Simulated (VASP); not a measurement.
A run of VASP 6.6.1:

INCAR

```
SYSTEM = CsH
ALGO = Normal
EDIFF = 1E-6
ENCUT = 520
GGA = CA
ISIF = 2
ISMEAR = 0
LASPH = .TRUE.
LCHARG = .FALSE.
LREAL = .FALSE.
LWAVE = .FALSE.
NBANDS = 12
NELM = 80
PREC = Accurate
SIGMA = 0.05
```

The input KPOINTS:

```
k-points
0
G
  8 8 8
  0 0 0
```

The input POSCAR:

```
CsH
1.0
    0.1394750000      3.1880000000      3.1880000000
    3.1880000000      0.1394750000      3.1880000000
    3.3274750000      3.3274750000      0.0000000000
Cs H
1 1
Direct
    0.0000000000      0.0000000000      0.0000000000
    0.5000000000      0.5000000000      0.5000000000
```

Potentials or basis: VASP PAW LDA potentials, release 64 (Cs_sv, H).

Command:

```sh
$ cat potpaw_LDA.64/Cs_sv/POTCAR potpaw_LDA.64/H/POTCAR > POTCAR
$ mpirun -np 1 vasp_std > vasp.out
```

Hardware: 1 thread of Intel Xeon 8259CL (shared host).

Task: How long does it take, and how much memory?

Result: Run time: 69 s on 1 thread of Intel Xeon 8259CL, on a shared host, peak memory 0.22 GiB. Counts: scf iterations 13, k points 95.
